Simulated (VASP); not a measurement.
# SrO in VASP: notebook

SrO is run at these levels: r2SCAN, HSE06; tasks: single point.

Program: VASP 6.6.1. These are calculated values, not measurements. Logs are shortened: lines on timing, memory, paths and dates and some standing lists are left out, and cuts for length are marked.

## Step 1: The cell of the first run

Symmetry: I4/mmm, No. 139, tetragonal system. Conventional cell: a = 3.649 Å, b = 3.649 Å, c = 5.205 Å, α = 90.00°, β = 90.00°, γ = 90.00°. Within 3.4 Å of Sr (site symmetry 4/mmm) lie 6 O at 2.58 to 2.60 Å. Within 3.4 Å of O (site symmetry 4/mmm) lie 6 Sr at 2.58 to 2.60 Å.

## Step 2: Single point, r2SCAN (uniaxial x strain +0.9%)

Contents of POSCAR:

```
SrO
1.0
    0.0000000000      2.5798923266      2.5798923266
    2.6025953790      0.0000000000      2.5798923266
    2.6025953790      2.5798923266      0.0000000000
Sr O
1 1
Direct
    0.0000000000      0.0000000000      0.0000000000
    0.5000000000      0.5000000000      0.5000000000
```

Contents of INCAR.step1:

```
SYSTEM = SrO
PREC     = Accurate       ! precision mode
ENCUT    = 520            ! plane-wave cutoff, eV
ISMEAR   = 0              ! smearing method
SIGMA    = 0.01           ! smearing width, eV
LREAL    = .False.        ! projectors in reciprocal space
LASPH    = .True.         ! aspherical terms in the spheres
NELM     = 80             ! most SCF steps
NBANDS   = 15             ! bands
GGA      = PE             ! functional
ALGO     = Normal         ! electronic algorithm
EDIFF    = 1E-4           ! SCF threshold, eV
LWAVE    = .True.         ! write WAVECAR
LCHARG   = .False.        ! write CHGCAR
```

Contents of INCAR.step2:

```
SYSTEM = SrO
PREC     = Accurate       ! precision mode
ENCUT    = 520            ! plane-wave cutoff, eV
EDIFF    = 1E-6           ! SCF threshold, eV
ISMEAR   = 0              ! smearing method
SIGMA    = 0.01           ! smearing width, eV
LREAL    = .False.        ! projectors in reciprocal space
LASPH    = .True.         ! aspherical terms in the spheres
NELM     = 80             ! most SCF steps
ALGO     = Normal         ! electronic algorithm
ISIF     = 2              ! what is computed and relaxed
LWAVE    = .False.        ! write WAVECAR
LCHARG   = .True.         ! write CHGCAR
METAGGA  = R2SCAN         ! meta-GGA
LMIXTAU  = .True.       
LELF     = .True.         ! ELF
LVHAR    = .True.       
NBANDS   = 15             ! bands
ISTART   = 1
```

Contents of KPOINTS:

```
regular mesh
0
Gamma
  8 8 8
  0 0 0
```

Potentials or basis: VASP PAW PBE potentials, release 64 (Sr_sv, O).

On the command line:

```bash
$ cat potpaw_PBE.64/Sr_sv/POTCAR potpaw_PBE.64/O/POTCAR > POTCAR
$ cp INCAR.step1 INCAR
$ mpirun -np 1 vasp_std > vasp.out
$ cp INCAR.step2 INCAR
$ mpirun -np 1 vasp_std > vasp.out
```

OUTCAR:

```text
SYSTEM = SrO
   PREC = Accurate
   ENCUT = 520
   EDIFF = 1E-6
   ISMEAR = 0
   LREAL = .False.
   LASPH = .True.
   NELM = 80
   ISIF = 2
   METAGGA = R2SCAN
   ISTART = 1

 ion  position               nearest neighbor table
   1  0.000  0.000  0.000-   2 2.58   2 2.58   2 2.58   2 2.58   2 2.60   2 2.60
   2  0.500  0.500  0.500-   1 2.58   1 2.58   1 2.58   1 2.58   1 2.60   1 2.60

  LATTYP: Found a body centered tetragonal cell.
 ALAT       =     3.6485187177
 C/A-ratio  =     1.4266586417

  Lattice vectors:

 A1 = (   2.6025953790,   0.0000000000,   2.5798923266)
 A2 = (   2.6025953790,   0.0000000000,  -2.5798923266)
 A3 = (  -2.6025953790,   2.5798923266,   0.0000000000)

Analysis of symmetry for initial positions (statically):
=====================================================================
 Subroutine PRICEL returns:
 Original cell was already a primitive cell.

 Routine SETGRP: Setting up the symmetry group for a
 body centered tetragonal supercell.

 Subroutine GETGRP returns: Found 16 space group operations
 (whereof 16 operations were pure point group operations)
 out of a pool of 16 trial point group operations.

The static configuration has the point symmetry D_4h.

Analysis of symmetry for dynamics (positions and initial velocities):
=====================================================================
 Subroutine PRICEL returns:
 Original cell was already a primitive cell.

 Routine SETGRP: Setting up the symmetry group for a
 body centered tetragonal supercell.

 Subroutine GETGRP returns: Found 16 space group operations
 (whereof 16 operations were pure point group operations)
 out of a pool of 16 trial point group operations.

The dynamic configuration has the point symmetry D_4h.

 Subroutine INISYM returns: Found 16 space group operations
 (whereof 16 operations are pure point group operations),
 and found     1 'primitive' translations

----------------------------------------------------------------------------------------

                                     Primitive cell

  volume of cell :      34.6449

  direct lattice vectors                    reciprocal lattice vectors
     0.000000000  2.579892327  2.579892327    -0.192115918  0.193806538  0.193806538
     2.602595379  0.000000000  2.579892327     0.192115918 -0.193806538  0.193806538
     2.602595379  2.579892327  0.000000000     0.192115918  0.193806538 -0.193806538

  length of vectors
     3.648518718  3.664607363  3.664607363     0.334709537  0.334709537  0.334709537

  position of ions in fractional coordinates (direct lattice)
     0.000000000  0.000000000  0.000000000
     0.500000000  0.500000000  0.500000000

  ion indices of the primitive-cell ions
   primitive index   ion index
                 1           1
                 2           2

----------------------------------------------------------------------------------------

 KPOINTS: regular mesh

Automatic generation of k-mesh.
 Grid dimensions read from file:
 generate k-points for:    8    8    8

 Generating k-lattice:

  Cartesian coordinates                     Fractional coordinates (reciprocal lattice)
    -0.024014490  0.024225817  0.024225817     0.125000000 -0.000000000 -0.000000000
     0.024014490 -0.024225817  0.024225817     0.000000000  0.125000000  0.000000000
     0.024014490  0.024225817 -0.024225817     0.000000000  0.000000000  0.125000000

  Length of vectors
     0.041838692  0.041838692  0.041838692

  Shift w.r.t. Gamma in fractional coordinates (k-lattice)
     0.000000000  0.000000000  0.000000000

 Subroutine IBZKPT returns following result:
 ===========================================

 Found     59 irreducible k-points:

 Following reciprocal coordinates:
            Coordinates               Weight
  0.000000  0.000000  0.000000      1.000000
  0.125000 -0.000000 -0.000000      8.000000
  0.250000 -0.000000 -0.000000      8.000000
  0.375000 -0.000000 -0.000000      8.000000
  0.500000 -0.000000 -0.000000      4.000000
  0.125000  0.125000  0.000000      4.000000
[... 16 lines left out ...]
  0.250000  0.125000  0.125000      4.000000
  0.375000  0.125000  0.125000      8.000000
 [... further k-points ...]
   k-points           NKPTS =     59   k-points in BZ     NKDIM =     59   number of bands    NBANDS=     15
   number of dos      NEDOS =    301   number of ions     NIONS =      2
   total plane-waves  NPLWV =  21952
   dimension x,y,z NGX =    28 NGY =   28 NGZ =   28
   dimension x,y,z NGXF=    56 NGYF=   56 NGZF=   56
   ions per type =               1   1
   NGX,Y,Z   is equivalent  to a cutoff of  12.76, 12.70, 12.70 a.u.
   NGXF,Y,Z  is equivalent  to a cutoff of  25.52, 25.40, 25.40 a.u.
 SYSTEM =  SrO
   PREC   = accura    normal or accurate (medium, high low for compatibility)
   ISTART =      1    job   : 0-new  1-cont  2-samecut
   ICHARG =      0    charge: 1-file 2-atom 10-const
   ISPIN  =      1    spin polarized calculation?
   LNONCOLLINEAR =      F non collinear calculations
   LSORBIT =      F    spin-orbit coupling
   LASPH  =      T    aspherical Exc in radial PAW
   ENCUT  =  520.0 eV  38.22 Ry    6.18 a.u.   6.78  6.81  6.81*2*pi/ulx,y,z
   NELM   =     80;   NELMIN=  2; NELMDL=  0     # of ELM steps
   EDIFF  = 0.1E-05   stopping-criterion for ELM
   LREAL  =      F    real-space projection
   EDIFFG = 0.1E-04   stopping-criterion for IOM
   NSW    =      0    number of steps for IOM
   IBRION =     -1    ionic relax: 0-MD 1-quasi-New 2-CG
   NFREE  =      0    steps in history (QN), initial steepest desc. (CG)
   ISIF   =      2    stress and relaxation
   ISYM   =      2    0-nonsym 1-usesym 2-fastsym
   POTIM  = 0.5000    time-step for ionic-motion
   TEBEG  =    0.0;   TEEND  =   0.0 temperature during run
   PSTRESS=    0.0 pullay stress
   NELECT =      16.0000    total number of electrons
   NUPDOWN=      -1.0000    fix difference up-down
   EMIN   =  10.00;   EMAX   =-10.00  energy-range for DOS
   EFERMI =   0.00;   METHOD = LEGACY
   ISMEAR =     0;   SIGMA  =   0.01  broadening in eV -4-tet -1-fermi 0-gaus
   EFERMI_NEDOS =   21; number of points for ismear=-14 and -15
   IALGO  =     38    algorithm
   IMIX   =      4    mixing-type and parameters
     AMIX     =   0.40;   BMIX     =  1.00
     AMIX_MAG =   1.60;   BMIX_MAG =  1.00
  volume/ion in A,a.u.               =      17.32       116.90
  Fermi-wavevector in a.u.,A,eV,Ry     =   1.265421  2.391298 21.786862  1.601289
  Thomas-Fermi vector in A             =   2.398675
   LORBIT       =      0    0 simple, 1 ext, 2 COOP (PROOUT), +10 PAW based schemes
   METAGGA = R2SCAN    functional components
   LHFCALC =     F    Hartree Fock is set to
   AEXX    =    0.0000 exact exchange contribution
   IVDW    =     0    specifies the selected vdW correction
   LEPSILON=     F    determine dielectric tensor
   LRPA    =     F    only Hartree local field effects (RPA)
 non-spin polarized calculation
 Gauss-broadening in eV      SIGMA  =   0.01
  energy-cutoff  :      520.00
  volume of cell :       34.64
 maximum number of plane-waves:       942
   NGX = 13   NGY = 13   NGZ = 13

 number of electron      15.9999999 magnetization

 Free energy of the ion-electron system (eV)
  ---------------------------------------------------
  ext. energy  EPLUGINS =         0.00000000
  ---------------------------------------------------
  free energy    TOTEN  =       -27.05543675 eV

  energy without entropy =      -27.05543675  energy(sigma->0) =      -27.05543675

 E-fermi :   1.3189     XC(G=0): -10.4877

 val. band max:        1.2636061752   @ k =   0.0000   0.0000   0.0000
 cond. band min:       4.9947668434   @ k =   0.5000   0.5000   0.0000
 fundamental gap:      3.7311606682
 Fermi energy:         1.3188503087

 k-point     1 :       0.0000    0.0000    0.0000
  band No.  band energies     occupation
      1     -32.2874      2.00000
      2     -14.7507      2.00000
      3     -13.3355      2.00000
      4     -13.3271      2.00000
      5     -13.3271      2.00000
      6       1.2351      2.00000
      7       1.2636      2.00000
      8       1.2636      2.00000
      9       5.7695      0.00000
     10       7.9453      0.00000
     11       8.0094      0.00000
     12       8.0094      0.00000
     13      10.2090      0.00000
     14      10.3251      0.00000
     15      14.4538      0.00000

 k-point     2 :       0.1250   -0.0000   -0.0000
  band No.  band energies     occupation
      1     -32.2689      2.00000
      2     -15.0376      2.00000
      3     -13.3450      2.00000
      4     -13.3370      2.00000
      5     -13.0882      2.00000
      6       0.8332      2.00000
      7       1.0601      2.00000
      8       1.0750      2.00000
      9       6.4457      0.00000
     10       7.8265      0.00000
     11       8.2760      0.00000
     12       8.3119      0.00000
     13      10.6076      0.00000
     14      10.7275      0.00000
     15      15.4546      0.00000

 k-point     3 :       0.2500   -0.0000   -0.0000
  band No.  band energies     occupation
      1     -32.2239      2.00000
      2     -15.5401      2.00000
      3     -13.3738      2.00000
      4     -13.3607      2.00000
      5     -12.6969      2.00000
      6       0.0428      2.00000
      7       0.6562      2.00000
      8       0.6638      2.00000
      9       7.7275      0.00000
     10       7.9880      0.00000
     11       9.1109      0.00000
     12       9.1336      0.00000
     13      11.6124      0.00000
     14      11.7377      0.00000
     15      17.4387      0.00000

 k-point     4 :       0.3750   -0.0000   -0.0000
  band No.  band energies     occupation
      1     -32.1782      2.00000
      2     -15.9311      2.00000
      3     -13.4021      2.00000
      4     -13.3839      2.00000
      5     -12.4172      2.00000
      6      -0.5914      2.00000
      7       0.2994      2.00000
      8       0.3000      2.00000
      9       8.0477      0.00000
     10       9.4919      0.00000
     11      10.1278      0.00000
     12      10.1395      0.00000
     13      12.8677      0.00000
     14      12.9840      0.00000
     15      17.3774      0.00000
[... 307 lines left out ...]
 k-point    22 :       0.0000    0.1250    0.1250
  band No.  band energies     occupation
      1     -32.2634      2.00000
      2     -15.0514      2.00000
      3     -13.3762      2.00000
      4     -13.3762      2.00000
      5     -13.0511      2.00000
      6       0.5332      2.00000
      7       1.1994      2.00000
      8       1.1994      2.00000
      9       6.5438      0.00000
     10       7.2736      0.00000
     11       8.6512      0.00000
     12       8.6512      0.00000
     13      10.5318      0.00000
     14      10.9680      0.00000
     15      15.7299      0.00000

 k-point    23 :       0.2500    0.1250    0.1250
  band No.  band energies     occupation
      1     -32.2413      2.00000
      2     -15.3340      2.00000
      3     -13.4401      2.00000
      4     -13.3263      2.00000
      5     -12.8226      2.00000
      6       0.2946      2.00000
      7       0.7164      2.00000
      8       1.0718      2.00000
      9       7.2051      0.00000
     10       7.5493      0.00000
     11       8.5597      0.00000
     12       9.1806      0.00000
     13      11.0096      0.00000
     14      11.5425      0.00000
     15      16.8016      0.00000

 k-point    24 :       0.3750    0.1250    0.1250
  band No.  band energies     occupation
      1     -32.1963      2.00000
      2     -15.6937      2.00000
      3     -13.5239      2.00000
      4     -13.3504      2.00000
      5     -12.5667      2.00000
      6      -0.2639      2.00000
      7       0.3667      2.00000
      8       0.7844      2.00000
      9       7.6429      0.00000
     10       8.4163      0.00000
     11       9.3428      0.00000
     12      10.1504      0.00000
     13      12.1667      0.00000
     14      12.5678      0.00000
     15      18.0114      0.00000

 [... further k-points ...]

------------------------ aborting loop because EDIFF is reached ----------------------------------------

  FORCE on cell =-STRESS in cart. coord.  units (eV):
  Direction    XX          YY          ZZ          XY          YZ          ZX
  --------------------------------------------------------------------------------------
  -------------------------------------------------------------------------------------
  Total       -0.2279958      0.0228204      0.0228204      0.0000000      0.0000000      0.0000000
  in kB      -10.5438089      1.0553420      1.0553420      0.0000000      0.0000000      0.0000000
  external PRESSURE =      -2.8110417 kB  Pullay stress =       0.0000000 kB

 VOLUME and BASIS-vectors are now :
 -----------------------------------------------------------------------------
  energy-cutoff  :      520.00
  volume of cell :       34.64
      direct lattice vectors                 reciprocal lattice vectors
     0.000000000  2.579892327  2.579892327    -0.192115918  0.193806538  0.193806538
     2.602595379  0.000000000  2.579892327     0.192115918 -0.193806538  0.193806538
     2.602595379  2.579892327  0.000000000     0.192115918  0.193806538 -0.193806538

 POSITION                                       TOTAL-FORCE (eV/Angst)
 -----------------------------------------------------------------------------------
      0.00000      0.00000      0.00000         0.000000      0.000000     -0.000000
      2.60260      2.57989      2.57989         0.000000     -0.000000      0.000000
 -----------------------------------------------------------------------------------
    total drift:                                0.000000      0.000000      0.000000

  FREE ENERGIE OF THE ION-ELECTRON SYSTEM (eV)
  ---------------------------------------------------
  free  energy   TOTEN  =       -27.0554367459 eV

  energy  without entropy=      -27.0554367459  energy(sigma->0) =      -27.05543675
```

It took 1.8 min on 1 thread of Intel Xeon Platinum 8488C (Sapphire Rapids), shared host; peak memory 0.18 GiB.

Results:

- Free energy: -27.0554 eV
- Pressure: -0.3 GPa
- Band gap on the k mesh: 3.73 eV (least direct gap 3.83 eV)

Stress tensor (GPa, compression positive):
```
-1.05  0.00  0.00
 0.00  0.11  0.00
 0.00  0.00  0.11
```

Caveat: the cell differs from its parent crystal (uniaxial x strain +0.9%); the PAW data sets were made with another functional, which shifts forces and pressure a little. A k mesh can miss the band edges.

## Step 3: Single point, HSE06 (strain -1.7%)

Contents of POSCAR:

```
SrO
1.0
    0.0000000000      2.5350022001      2.5350022001
    2.5350022001      0.0000000000      2.5350022001
    2.5350022001      2.5350022001      0.0000000000
Sr O
1 1
Direct
    0.0000000000      0.0000000000      0.0000000000
    0.5000000000      0.5000000000      0.5000000000
```

Contents of INCAR.step1:

```
SYSTEM = SrO
  PREC = Accurate
  ENCUT = 520
  EDIFF = 1E-5
  ISMEAR = 0
  SIGMA = 0.01
  LREAL = .FALSE.
  LASPH = .TRUE.
  NELM = 60
  ALGO = Normal
  ISIF = 2
  LWAVE = .TRUE.
  LCHARG = .FALSE.
  GGA = PE
  NBANDS = 15
```

Contents of INCAR.step2:

```
SYSTEM = SrO
  PREC = Accurate
  ENCUT = 520
  EDIFF = 1E-6
  ISMEAR = 0
  SIGMA = 0.01
  LREAL = .FALSE.
  LASPH = .TRUE.
  NELM = 60
  ALGO = Normal
  ISIF = 2
  LWAVE = .FALSE.
  LCHARG = .FALSE.
  GGA = PE
  LHFCALC = .TRUE.
  HFSCREEN = 0.2079
  PRECFOCK = Normal
  ISTART = 1
  NBANDS = 15
```

Contents of KPOINTS:

```
Automatic mesh
0
G
  6 6 6
  0 0 0
```

Potentials or basis: VASP PAW PBE potentials, release 64 (Sr_sv, O).

On the command line:

```bash
$ cat potpaw_PBE.64/Sr_sv/POTCAR potpaw_PBE.64/O/POTCAR > POTCAR
$ cp INCAR.step1 INCAR
$ mpirun -np 1 vasp_std > vasp.out
$ cp INCAR.step2 INCAR
$ mpirun -np 1 vasp_std > vasp.out
```

Run time: 22 min. Hardware: 1 thread of Intel Xeon Platinum 8488C (Sapphire Rapids), shared host; peak memory 0.27 GiB.

The run converged. Its results:

```yaml
Free_energy: -14.1511 eV
Pressure: 5.7 GPa
Band_gap_on_the_k_mesh: 4.73 eV (least direct gap 4.79 eV)
```

Levels at points of the mesh, in eV from the valence-band top:
```tsv
k point	band 6	band 7	band 8	band 9	band 10	band 11
(0.00, 0.00, 0.00)	0.00	0.00	0.00	5.81	7.98	7.98
(0.50, 0.00, 0.00)	-2.35	-1.29	-1.29	8.46	10.36	10.98
(0.50, 0.50, 0.00)	-0.39	-0.07	-0.07	4.73	9.92	12.34
```

Caveat: the cell differs from its parent crystal (strain -1.7%); the cell stands under pressure; the PAW data sets were made with another functional, which shifts forces and pressure a little.
